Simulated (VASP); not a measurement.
# CsNi3 (Pm-3m) in VASP: notebook

Runs on CsNi3. Level: PBE. Tasks: single point, relaxation of cell and atoms.

All numbers are computed with VASP 6.6.1; they aren't measurements. Logs are shortened: lines on timing, memory, paths and dates and some standing lists are left out, and cuts for length are marked.

## (1) The cell of the first run

It takes space group Pm-3m (No. 221, cubic). The conventional cell has a = 4.046 Å, b = 4.046 Å, c = 4.046 Å, α = 90.00°, β = 90.00°, γ = 90.00°. Within 3.8 Å of Cs (site symmetry m-3m) lie 12 Ni at 2.86 Å. Ni (site symmetry 4/mmm) has 4 Cs at 2.86 Å and 8 Ni at 2.86 Å within 3.8 Å.

## (2) Single point, PBE, collinear spin, ferromagnetic start

INCAR reads:

```
SYSTEM = CsNi3
ALGO = Fast
EDIFF = 1E-6
ENCUT = 520
GGA = PE
ISIF = 2
ISMEAR = 0
ISPIN = 2
LASPH = .TRUE.
LCHARG = .FALSE.
LMAXMIX = 4
LORBIT = 11
LREAL = .FALSE.
LWAVE = .FALSE.
MAGMOM = 0 0.55 0.55 0.55
NBANDS = 32
NELM = 150
PREC = Accurate
SIGMA = 0.1
```

KPOINTS reads:

```
k-points
0
G
  4 4 4
  0 0 0
```

POSCAR reads:

```
CsNi3
1.0
    4.0461452892      0.0000000000      0.0000000000
    0.0000000000      4.0461452892      0.0000000000
    0.0000000000      0.0000000000      4.0461452892
Cs Ni
1 3
Direct
    0.0000000000      0.0000000000      0.0000000000
    0.0000000000      0.5000000000      0.5000000000
    0.5000000000      0.0000000000      0.5000000000
    0.5000000000      0.5000000000      0.0000000000
```

Potentials or basis: VASP PAW PBE potentials, release 64 (Cs_sv, Ni).

Command:

```console
$ cat potpaw_PBE.64/Cs_sv/POTCAR potpaw_PBE.64/Ni/POTCAR > POTCAR
$ mpirun -np 1 vasp_std > vasp.out
```

OUTCAR:

```text
SYSTEM = CsNi3
   EDIFF = 1E-6
   ENCUT = 520
   GGA = PE
   ISIF = 2
   ISMEAR = 0
   ISPIN = 2
   LASPH = .TRUE.
   LORBIT = 11
   LREAL = .FALSE.
   NELM = 150
   PREC = Accurate

 ion  position               nearest neighbor table
   1  0.000  0.000  0.000-   2 2.86   3 2.86   4 2.86   2 2.86   3 2.86   2 2.86   4 2.86   2 2.86
                             3 2.86   4 2.86   3 2.86   4 2.86
   2  0.000  0.500  0.500-   1 2.86   3 2.86   4 2.86   1 2.86   4 2.86   1 2.86   3 2.86   1 2.86
                             3 2.86   4 2.86   4 2.86   3 2.86
   3  0.500  0.000  0.500-   1 2.86   2 2.86   4 2.86   1 2.86   4 2.86   2 2.86   4 2.86   4 2.86
                             1 2.86   2 2.86   1 2.86   2 2.86
   4  0.500  0.500  0.000-   1 2.86   2 2.86   3 2.86   2 2.86   3 2.86   1 2.86   3 2.86   3 2.86
                             1 2.86   2 2.86   2 2.86   1 2.86

  LATTYP: Found a simple cubic cell.
 ALAT       =     4.0461452892

  Lattice vectors:

 A1 = (   4.0461452892,   0.0000000000,   0.0000000000)
 A2 = (   0.0000000000,   4.0461452892,   0.0000000000)
 A3 = (   0.0000000000,   0.0000000000,   4.0461452892)

Analysis of symmetry for initial positions (statically):
=====================================================================
 Subroutine PRICEL returns:
 Original cell was already a primitive cell.

 Routine SETGRP: Setting up the symmetry group for a
 simple cubic supercell.

 Subroutine GETGRP returns: Found 48 space group operations
 (whereof 48 operations were pure point group operations)
 out of a pool of 48 trial point group operations.

The static configuration has the point symmetry O_h .

Analysis of symmetry for dynamics (positions and initial velocities):
=====================================================================
 Subroutine PRICEL returns:
 Original cell was already a primitive cell.

 Routine SETGRP: Setting up the symmetry group for a
 simple cubic supercell.

 Subroutine GETGRP returns: Found 48 space group operations
 (whereof 48 operations were pure point group operations)
 out of a pool of 48 trial point group operations.

The dynamic configuration has the point symmetry O_h .

Analysis of structural, dynamic, and magnetic symmetry:
=====================================================================
 Subroutine PRICEL returns:
 Original cell was already a primitive cell.

 Routine SETGRP: Setting up the symmetry group for a
 simple cubic supercell.

 Subroutine GETGRP returns: Found 48 space group operations
 (whereof 48 operations were pure point group operations)
 out of a pool of 48 trial point group operations.

The overall configuration has the point symmetry O_h .

 Subroutine INISYM returns: Found 48 space group operations
 (whereof 48 operations are pure point group operations),
 and found     1 'primitive' translations

----------------------------------------------------------------------------------------

                                     Primitive cell

  volume of cell :      66.2406

  direct lattice vectors                    reciprocal lattice vectors
     4.046145289  0.000000000  0.000000000     0.247148812  0.000000000  0.000000000
     0.000000000  4.046145289  0.000000000     0.000000000  0.247148812  0.000000000
     0.000000000  0.000000000  4.046145289     0.000000000  0.000000000  0.247148812

  length of vectors
     4.046145289  4.046145289  4.046145289     0.247148812  0.247148812  0.247148812

  position of ions in fractional coordinates (direct lattice)
     0.000000000  0.000000000  0.000000000
     0.000000000  0.500000000  0.500000000
     0.500000000  0.000000000  0.500000000
     0.500000000  0.500000000  0.000000000

  ion indices of the primitive-cell ions
   primitive index   ion index
                 1           1
                 2           2
                 3           3
                 4           4

----------------------------------------------------------------------------------------

 KPOINTS: k-points

Automatic generation of k-mesh.
 Grid dimensions read from file:
 generate k-points for:    4    4    4

 Generating k-lattice:

  Cartesian coordinates                     Fractional coordinates (reciprocal lattice)
     0.061787203  0.000000000  0.000000000     0.250000000  0.000000000  0.000000000
     0.000000000  0.061787203  0.000000000     0.000000000  0.250000000  0.000000000
     0.000000000  0.000000000  0.061787203     0.000000000  0.000000000  0.250000000

  Length of vectors
     0.061787203  0.061787203  0.061787203

  Shift w.r.t. Gamma in fractional coordinates (k-lattice)
     0.000000000  0.000000000  0.000000000

 Subroutine IBZKPT returns following result:
 ===========================================

 Found     10 irreducible k-points:

 Following reciprocal coordinates:
            Coordinates               Weight
  0.000000  0.000000  0.000000      1.000000
  0.250000  0.000000  0.000000      6.000000
[... 85 lines left out ...]
  band No.  band energies     occupation
      1     -15.6316      1.00000
      2      -2.3403      1.00000
      3      -2.3403      1.00000
      4      -2.3403      1.00000
      5       1.4389      1.00000
      6       3.2640      1.00000
[... 23 lines left out ...]
     30      15.4519      0.00000
     31      15.4519      0.00000

 k-point     2 :       0.2500    0.0000    0.0000
  band No.  band energies     occupation
      1     -15.5587      1.00000
      2      -3.3784      1.00000
      3      -2.3479      1.00000
      4      -2.3479      1.00000
      5       2.3634      1.00000
      6       3.6221      1.00000
[... 23 lines left out ...]
     30      18.0973      0.00000
     31      18.6718      0.00000

 k-point     3 :       0.5000    0.0000    0.0000
  band No.  band energies     occupation
      1     -15.4832      1.00000
      2      -4.1202      1.00000
      3      -2.3553      1.00000
      4      -2.3553      1.00000
      5       3.5442      1.00000
      6       4.1420      1.00000
[... 227 lines left out ...]
     30      17.4847      0.00000
     31      18.3131      0.00000

 k-point    10 :       0.5000    0.5000    0.5000
  band No.  band energies     occupation
      1     -15.2810      1.00000
      2      -3.2559      1.00000
      3      -3.2559      1.00000
      4      -3.2559      1.00000
      5       2.9751      1.00000
      6       2.9751      1.00000
[... 23 lines left out ...]
     30      20.4854      0.00000
     31      20.4856      0.00000
 Fermi energy:         6.3035234384

 spin component 2

 k-point     1 :       0.0000    0.0000    0.0000
  band No.  band energies     occupation
      1     -15.6336      1.00000
      2      -2.3553      1.00000
      3      -2.3553      1.00000
      4      -2.3553      1.00000
      5       1.4533      1.00000
      6       3.4855      1.00000
[... 23 lines left out ...]
     30      15.4585      0.00000
     31      15.4585      0.00000

 k-point     2 :       0.2500    0.0000    0.0000
  band No.  band energies     occupation
      1     -15.5604      1.00000
      2      -3.3923      1.00000
      3      -2.3584      1.00000
      4      -2.3584      1.00000
      5       2.4005      1.00000
      6       3.8632      1.00000
[... 23 lines left out ...]
     30      18.1380      0.00000
     31      18.6829      0.00000

 k-point     3 :       0.5000    0.0000    0.0000
  band No.  band energies     occupation
      1     -15.4845      1.00000
      2      -4.1346      1.00000
      3      -2.3615      1.00000
      4      -2.3615      1.00000
      5       3.6771      1.00000
      6       4.2850      1.00000
[... 227 lines left out ...]
     30      17.5135      0.00000
     31      18.3493      0.00000

 k-point    10 :       0.5000    0.5000    0.5000
  band No.  band energies     occupation
      1     -15.2806      1.00000
      2      -3.2752      1.00000
      3      -3.2752      1.00000
      4      -3.2752      1.00000
      5       3.2118      1.00000
      6       3.2118      1.00000
[... 23 lines left out ...]
     30      20.5199      0.00000
     31      20.5200      0.00000
 [bands above 31 left out]

------------------------ aborting loop because EDIFF is reached ----------------------------------------

  FORCE on cell =-STRESS in cart. coord.  units (eV):
  Direction    XX          YY          ZZ          XY          YZ          ZX
  --------------------------------------------------------------------------------------
  -------------------------------------------------------------------------------------
  Total        0.5562415      0.5562415      0.5562415      0.0000000      0.0000000     -0.0000000
  in kB       13.4539427     13.4539427     13.4539427      0.0000000      0.0000000     -0.0000000
  external PRESSURE =      13.4539427 kB  Pullay stress =       0.0000000 kB

 VOLUME and BASIS-vectors are now :
 -----------------------------------------------------------------------------
  energy-cutoff  :      520.00
  volume of cell :       66.24
      direct lattice vectors                 reciprocal lattice vectors
     4.046145289  0.000000000  0.000000000     0.247148812  0.000000000  0.000000000
     0.000000000  4.046145289  0.000000000     0.000000000  0.247148812  0.000000000
     0.000000000  0.000000000  4.046145289     0.000000000  0.000000000  0.247148812

 POSITION                                       TOTAL-FORCE (eV/Angst)
 -----------------------------------------------------------------------------------
      0.00000      0.00000      0.00000         0.000000      0.000000      0.000000
      0.00000      2.02307      2.02307         0.000000      0.000000      0.000000
      2.02307      0.00000      2.02307         0.000000      0.000000      0.000000
      2.02307      2.02307      0.00000         0.000000      0.000000      0.000000
 -----------------------------------------------------------------------------------
    total drift:                                0.000000      0.000000     -0.000000

  FREE ENERGIE OF THE ION-ELECTRON SYSTEM (eV)
  ---------------------------------------------------
  free  energy   TOTEN  =       -12.0303854110 eV

  energy  without entropy=      -11.9923664152  energy(sigma->0) =      -12.01137591

 total charge

# of ion       s       p       d       tot
------------------------------------------
    1        1.870   4.415   0.382   6.666
    2        0.394   0.236   8.435   9.066
    3        0.394   0.236   8.435   9.066
    4        0.394   0.236   8.435   9.066
--------------------------------------------------
tot          3.053   5.124  25.688  33.865

 magnetization (x)

# of ion       s       p       d       tot
------------------------------------------
    1        0.002   0.016  -0.019  -0.001
    2       -0.001  -0.005   0.467   0.460
    3       -0.001  -0.005   0.467   0.460
    4       -0.001  -0.005   0.467   0.460
--------------------------------------------------
tot         -0.003   0.000   1.382   1.380
```

It took 74 s on 1 thread of Oxide Virtual Turin-like, shared host; peak memory 0.16 GiB.

Results:

* Free energy: -12.0304 eV
* Pressure: 1.3 GPa
* Net moment: 1.31 μB per cell
* Site moments: Cs -0.00; Ni +0.46 μB
* Valence electrons inside the program's atomic spheres: Cs 6.67; Ni 9.07

Levels at points of the mesh, in eV from the Fermi level:
Spin up:
```
           k point  band 16  band 17  band 18  band 19  band 20  band 21  band 22  band 23  band 24  band 25
(0.00, 0.00, 0.00)    -0.60    -0.40    -0.35    -0.35    -0.35     3.12     3.12     4.56     4.56     4.56
(0.50, 0.00, 0.00)    -0.85    -0.64    -0.64    -0.55    -0.35     0.60     2.73     2.73     3.12     5.73
(0.50, 0.50, 0.00)    -0.88    -0.83    -0.54    -0.54    -0.44     0.63     2.82     2.82     4.18     4.18
(0.50, 0.50, 0.50)    -0.94    -0.43    -0.43    -0.43    -0.23     1.56     1.56     1.56     5.89     5.89
```
Spin down:
| k point | band 16 | band 17 | band 18 | band 19 | band 20 | band 21 | band 22 | band 23 |
| --- | --- | --- | --- | --- | --- | --- | --- | --- |
| (0.00, 0.00, 0.00) | -0.24 | 0.07 | 0.30 | 0.30 | 0.30 | 3.34 | 3.34 | 4.56 |
| (0.50, 0.00, 0.00) | -0.55 | -0.31 | -0.31 | -0.17 | 0.30 | 0.78 | 2.83 | 2.83 |
| (0.50, 0.50, 0.00) | -0.50 | -0.26 | -0.13 | -0.11 | -0.11 | 0.61 | 2.98 | 2.98 |
| (0.50, 0.50, 0.50) | -0.62 | -0.26 | 0.15 | 0.15 | 0.15 | 1.96 | 1.96 | 1.96 |

Caveat: the k points lie up to 0.39 Å⁻¹ apart; spin-orbit coupling is left out, which moves the levels of the heavy elements.

## (3) Single point, PBE, collinear spin, ferromagnetic start

This run uses another cell than the first one, of 18.24 Å³/atom.

INCAR reads:

```
PREC = Accurate
ENCUT = 520
EDIFF = 1E-6
ISMEAR = 0
SIGMA = 0.1
LREAL = False
LASPH = True
NELM = 150
ALGO = Normal
ISIF = 2
LWAVE = False
LCHARG = False
ISPIN = 2
MAGMOM = 0 2 2 2
LORBIT = 11
LMAXMIX = 4
GGA = PE
NBANDS = 32
```

KPOINTS reads:

```
regular mesh
0
Gamma
  4 4 4
```

POSCAR reads:

```
CsNi3
1.0
    4.1783457815      0.0000000000      0.0000000000
    0.0000000000      4.1783457815      0.0000000000
    0.0000000000      0.0000000000      4.1783457815
Cs Ni
1 3
Direct
    0.0000000000      0.0000000000      0.0000000000
    0.0000000000      0.5000000000      0.5000000000
    0.5000000000      0.0000000000      0.5000000000
    0.5000000000      0.5000000000      0.0000000000
```

Potentials or basis: VASP PAW PBE potentials, release 64 (Cs_sv, Ni).

Command:

```console
$ cat potpaw_PBE.64/Cs_sv/POTCAR potpaw_PBE.64/Ni/POTCAR > POTCAR
$ mpirun -np 1 vasp_std > vasp.out
```

Wall time 70 s (1 thread of Oxide Virtual Turin-like, shared host); peak memory 0.18 GiB.

The run converged. Its results:

| Item | Value |
| --- | --- |
| Free energy | -11.9800 eV |
| Pressure | -3.2 GPa |
| Net moment | 1.36 μB per cell |
| Site moments | Cs -0.01; Ni +0.50 μB |
| Valence electrons inside the program's atomic spheres | Cs 6.63; Ni 8.98 |

Levels at points of the mesh, in eV from the Fermi level:
Spin up:
| k point | band 16 | band 17 | band 18 | band 19 | band 20 | band 21 | band 22 | band 23 | band 24 | band 25 |
| --- | --- | --- | --- | --- | --- | --- | --- | --- | --- | --- |
| (0.00, 0.00, 0.00) | -0.57 | -0.42 | -0.42 | -0.42 | -0.42 | 2.88 | 2.88 | 4.25 | 4.25 | 4.25 |
| (0.50, 0.00, 0.00) | -0.79 | -0.64 | -0.64 | -0.53 | -0.42 | 0.25 | 2.71 | 2.71 | 3.06 | 5.17 |
| (0.50, 0.50, 0.00) | -0.87 | -0.76 | -0.58 | -0.58 | -0.52 | 0.70 | 2.27 | 2.27 | 4.07 | 4.07 |
| (0.50, 0.50, 0.50) | -0.85 | -0.47 | -0.47 | -0.47 | -0.03 | 1.34 | 1.34 | 1.34 | 5.24 | 5.24 |
Spin down:
```tsv
k point	band 16	band 17	band 18	band 19	band 20	band 21	band 22	band 23
(0.00, 0.00, 0.00)	-0.21	0.10	0.30	0.30	0.30	3.09	3.09	4.22
(0.50, 0.00, 0.00)	-0.46	-0.28	-0.28	-0.14	0.30	0.43	2.79	2.79
(0.50, 0.50, 0.00)	-0.41	-0.19	-0.18	-0.15	-0.15	0.64	2.44	2.44
(0.50, 0.50, 0.50)	-0.51	-0.08	0.17	0.17	0.17	1.76	1.76	1.76
```

Caveat: the k points lie up to 0.38 Å⁻¹ apart; spin-orbit coupling is left out, which moves the levels of the heavy elements.

## (4) Relaxation of cell and atoms, PBE, collinear spin, ferromagnetic start

This run uses another cell than the first one, of 18.24 Å³/atom.

INCAR reads:

```
SYSTEM = CsNi3
PREC = Accurate
ENCUT = 600
EDIFF = 1E-6
ISMEAR = 0
SIGMA = 0.1
LREAL = .FALSE.
LASPH = .TRUE.
NELM = 150
ALGO = Fast
ISIF = 3
LWAVE = .FALSE.
LCHARG = .FALSE.
ISPIN = 2
MAGMOM = 0 0.55 0.55 0.55
LORBIT = 11
LMAXMIX = 4
GGA = PE
IBRION = 2
NSW = 90
EDIFFG = -0.04
```

KPOINTS reads:

```
regular mesh
0
G
  4 4 4
  0 0 0
```

POSCAR is that of step 3.

Command:

```console
$ cat potpaw_PBE.64/Cs_sv/POTCAR potpaw_PBE.64/Ni/POTCAR > POTCAR
$ mpirun -np 1 vasp_std > vasp.out
```

It took 3.3 min on 1 thread of Oxide Virtual Turin-like, shared host; peak memory 0.22 GiB.

The run converged. Its results:

* Free energy: -12.0379 eV
* Relaxed volume: 16.95 Å³/atom
* Relaxed cell: a = 4.078 Å, b = 4.078 Å, c = 4.078 Å, α = 90.00°, β = 90.00°, γ = 90.00°
* Space group after relaxing (to 0.1 Å): Pm-3m (No. 221)
* Energy gained by relaxing: 14.6 meV/atom
* Ionic steps: 3
* Pressure after relaxing: 0.0 GPa
* Net moment: 1.35 μB per cell
* Site moments: Cs -0.00; Ni +0.48 μB
* Valence electrons inside the program's atomic spheres: Cs 6.66; Ni 9.04

Step by step:
```tsv
step	energy change (eV)	largest force (eV/Å)	pressure (GPa)	volume (Å³)
1	0.0000	0.0000	-3.32	72.95
2	-0.0546	0.0000	-0.99	69.03
3	-0.0586	0.0000	-0.04	67.82
```

Final structure:
```xyz
4
Lattice="4.0780 0.0000 0.0000 0.0000 4.0780 0.0000 0.0000 0.0000 4.0780" Properties=species:S:1:pos:R:3 pbc="T T T"
Cs    0.0000    0.0000    0.0000
Ni    0.0000    2.0390    2.0390
Ni    2.0390    0.0000    2.0390
Ni    2.0390    2.0390    0.0000
```

Levels at points of the mesh, in eV from the Fermi level:
Spin up:
```csv
k point,band 18,band 19,band 20,band 21,band 22,band 23
"(0.00, 0.00, 0.00)",-0.37,-0.37,-0.37,3.06,3.06,4.48
"(0.50, 0.00, 0.00)",-0.65,-0.55,-0.37,0.50,2.73,2.73
"(0.50, 0.50, 0.00)",-0.56,-0.56,-0.47,0.65,2.68,2.68
"(0.50, 0.50, 0.50)",-0.44,-0.44,-0.18,1.50,1.50,1.50
```
Spin down:
```
           k point  band 14  band 15  band 16  band 17  band 18  band 19  band 20  band 21  band 22  band 23
(0.00, 0.00, 0.00)    -0.72    -0.23    -0.23     0.08     0.30     0.30     0.30     3.28     3.28     4.47
(0.50, 0.00, 0.00)    -0.68    -0.54    -0.53    -0.30    -0.30    -0.16     0.30     0.69     2.82     2.82
(0.50, 0.50, 0.00)    -0.68    -0.63    -0.47    -0.23    -0.14    -0.12    -0.12     0.62     2.84     2.84
(0.50, 0.50, 0.50)    -0.76    -0.59    -0.59    -0.21     0.16     0.16     0.16     1.91     1.91     1.91
```

Caveat: the k points lie up to 0.39 Å⁻¹ apart in the final cell; spin-orbit coupling is left out, which moves the levels of the heavy elements.

## (5) The runs side by side

```tsv
task	cell	cutoff (eV)	gap on the mesh (eV)	pressure (GPa)	moment (μB)
single point	a = 4.046 Å, 4 atoms	520	none	1.3	1.31
single point	a = 4.178 Å, 4 atoms	520	none	-3.2	1.36
relaxation of cell and atoms	relaxed from a = 4.178 Å, 4 atoms	600	none	0.0	1.35
```

Alike in all rows: level PBE; potentials or basis VASP PAW PBE potentials, release 64 (Cs_sv, Ni); spin collinear, ferromagnetic start; k mesh 4 × 4 × 4; smearing gaussian 0.1 eV.

Caveats: all runs use coarse meshes; spin-orbit coupling is left out, which moves the levels of the heavy elements.

Total energies depend on the potentials used, so only differences within one code and one set of settings carry meaning.
